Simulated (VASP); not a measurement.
Set up this calculation in VASP 6.6.1, as the native input.

```yaml
Task: single point
Functional: LDA
Potentials_or_basis: VASP PAW LDA potentials, release 64 (Mg, I)
Cutoff: 520 eV
k_mesh: 6 × 6 × 4
Occupations: gaussian, width 0.05 eV
Spin: no spin polarisation
Dipole_correction: no
Further_INCAR_settings: ALGO = Normal; EDIFF = 1e-06; NBANDS = 15
```

The structure of MgI2 lies in POSCAR:

```
MgI2
1.0
    4.1487106712      0.0000000000      0.0000000000
   -2.0743553356      3.5928888342      0.0000000000
    0.0000000000      0.0000000000      6.8054124713
Mg I
1 2
Direct
    0.0000000000      0.0000000000      0.0000000000
    0.3333333333      0.6666666667      0.7373977874
    0.6666666667      0.3333333333      0.2626022126
```

The input as run:

INCAR

```
SYSTEM = MgI2
PREC = Accurate
ENCUT = 520
EDIFF = 1E-6
ISMEAR = 0
SIGMA = 0.05
LREAL = .False.
LASPH = .True.
NELM = 80
ALGO = Normal
ISIF = 2
LWAVE = .False.
LCHARG = .True.
LELF = .True.
LVHAR = .True.
NBANDS = 15
```

KPOINTS

```
Automatic mesh
0
Gamma
  6 6 4
  0 0 0
```

Potentials or basis: VASP PAW LDA potentials, release 64 (Mg, I).

Command:

```bash
$ cat potpaw_LDA.64/Mg/POTCAR potpaw_LDA.64/I/POTCAR > POTCAR
$ mpirun -np 1 vasp_std > vasp.out
```

Results of the run:

The pressure is -2.9 GPa and the largest force is 0.725 eV/Å. The band gap on the k mesh is 3.14 eV, indirect (least direct gap 3.14 eV).

Caveat: spin-orbit coupling is left out, which moves the levels of the heavy elements.

It took 17 s on 1 thread of Intel(R) Xeon(R) Platinum 8488C (Sapphire Rapids), on a shared host, peak memory 0.2 GiB.
